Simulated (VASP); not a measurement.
## Cd: single point with LDA

The system is Cd.

```xyz
1
Lattice="2.6588 0.0000 0.0000 0.0000 2.6588 0.0000 0.0000 0.0000 2.6588" Properties=species:S:1:pos:R:3 pbc="T T T"
Cd    0.0000    0.0000    0.0000
```

This isn't the form of Cd at room conditions, which is hcp.

| Property | Result |
| --- | --- |
| Program | VASP 6.6.1 |
| Task | single point |
| Functional | LDA |
| Potentials or basis | VASP PAW LDA potentials, release 64 (Cd_sv_GW) |
| Cutoff | 630 eV |
| k mesh | 8 × 8 × 8 |
| Occupations | fermi-dirac, width 0.05 eV |
| Spin | no spin polarisation |
| Dipole correction | no |
| Further INCAR settings | ALGO = Normal; EDIFF = 1e-06; NBANDS = 16 |

| Item | Value |
| --- | --- |
| Pressure | 20.1 GPa |
| Band gap on the k mesh | zero (bands 10 and 11 overlap by 7.90 eV) |

Levels at points of the mesh, in eV from the Fermi level:
```
           k point  band 8  band 9  band 10  band 11  band 12  band 13
(0.00, 0.00, 0.00)   -8.38   -8.38    -8.38    11.57    11.57    11.57
(0.50, 0.00, 0.00)   -9.22   -8.30    -3.58    -2.41    15.03    16.81
(0.50, 0.50, 0.00)   -9.08   -7.68     0.84     0.84     3.92     6.66
(0.50, 0.50, 0.50)   -7.63   -7.63     5.49     5.49     5.49     8.25
```

Wall time 5.8 s on 1 thread of AMD EPYC 9R45 96-Core Processor (Zen 5) (shared host), peak memory 0.11 GiB.

Caveat: the cell stands under pressure.
